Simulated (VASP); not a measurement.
Input of a VASP 6.6.1 run:

Contents of POSCAR:

```
AgCl
1.0
    0.0000000000      2.9932461898      2.8229304816
    2.9932461898      0.0000000000      2.8229304816
    2.9932461898      2.9932461898      0.0000000000
Ag Cl
1 1
Direct
    0.0000000000      0.0000000000      0.0000000000
    0.2500000000      0.2500000000      0.2500000000
```

File INCAR.step1:

```
SYSTEM = AgCl
PREC = Accurate ; ENCUT = 520
ISMEAR = 0 ; SIGMA = 0.01
LREAL = .False. ; LASPH = .True.
NELM = 80 ; NBANDS = 16
GGA = PE ; ALGO = Normal
EDIFF = 1E-4 ; LWAVE = .True.
LCHARG = .False.
```

INCAR.step2

```
SYSTEM = AgCl
PREC = Accurate ; ENCUT = 520
EDIFF = 1E-6 ; ISMEAR = 0
SIGMA = 0.01 ; LREAL = .False.
LASPH = .True. ; NELM = 80
ALGO = Normal ; ISIF = 2
LWAVE = .False. ; LCHARG = .False.
METAGGA = R2SCAN ; LMIXTAU = .True.
NBANDS = 16 ; ISTART = 1
```

KPOINTS

```
regular mesh
0
Gamma
  8 8 8
  0 0 0
```

Potentials or basis: VASP PAW PBE potentials, release 64 (Ag, Cl).

The run is started by

```console
$ cat potpaw_PBE.64/Ag/POTCAR potpaw_PBE.64/Cl/POTCAR > POTCAR
$ cp INCAR.step1 INCAR
$ mpirun -np 1 vasp_std > vasp.out
$ cp INCAR.step2 INCAR
$ mpirun -np 1 vasp_std > vasp.out
```

(1) What does it give for the pressure?

(2) Estimate the band gap on the k mesh.

## Answers

(1) 2.2 GPa.

(2) 1.49 eV.

Caveat: the cell differs from its parent crystal (uniaxial z strain -5.7%); the PAW data sets were made with another functional, which shifts forces and pressure a little.
